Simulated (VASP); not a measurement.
A run of VASP 6.6.1:

The input POSCAR:

```
SnTe
1.0
    0.0000000000      3.6111460000      3.6111460000
    3.6111460000      0.0000000000      3.6111460000
    3.6111460000      3.6111460000      0.0000000000
Te Sn
1 1
Direct
    0.2500000000      0.2500000000      0.2500000000
    0.0000000000      0.0000000000      0.0000000000
```

Contents of INCAR.step1:

```
ALGO = Normal
EDIFF = 1E-5
ENCUT = 520
GGA = PE
ISIF = 2
ISMEAR = -1
LASPH = True
LCHARG = False
LREAL = False
LWAVE = True
NBANDS = 17
NELM = 80
PREC = Accurate
SIGMA = 0.05
```

The input INCAR.step2:

```
AEXX = 0.25
ALGO = Normal
EDIFF = 1E-7
ENCUT = 520
GGA = PE
ISIF = 2
ISMEAR = -1
ISTART = 1
LASPH = True
LCHARG = False
LHFCALC = True
LREAL = False
LWAVE = False
NBANDS = 17
NELM = 80
PREC = Accurate
PRECFOCK = Normal
SIGMA = 0.05
```

The input KPOINTS:

```
k-points
0
Gamma
  4 4 4
```

Potentials or basis: VASP PAW PBE potentials, release 64 (Te, Sn_d).

The run is started by

```sh
$ cat potpaw_PBE.64/Te/POTCAR potpaw_PBE.64/Sn_d/POTCAR > POTCAR
$ cp INCAR.step1 INCAR
$ mpirun -np 1 vasp_std > vasp.out
$ cp INCAR.step2 INCAR
$ mpirun -np 1 vasp_std > vasp.out
```

Hardware: 1 thread of Intel Xeon 8259CL (shared host).

Question: How long does it take, and how much memory?

Answer: Run time: 55 min on 1 thread of Intel Xeon 8259CL, on a shared host, peak memory 0.26 GiB. Counts: k points 8.
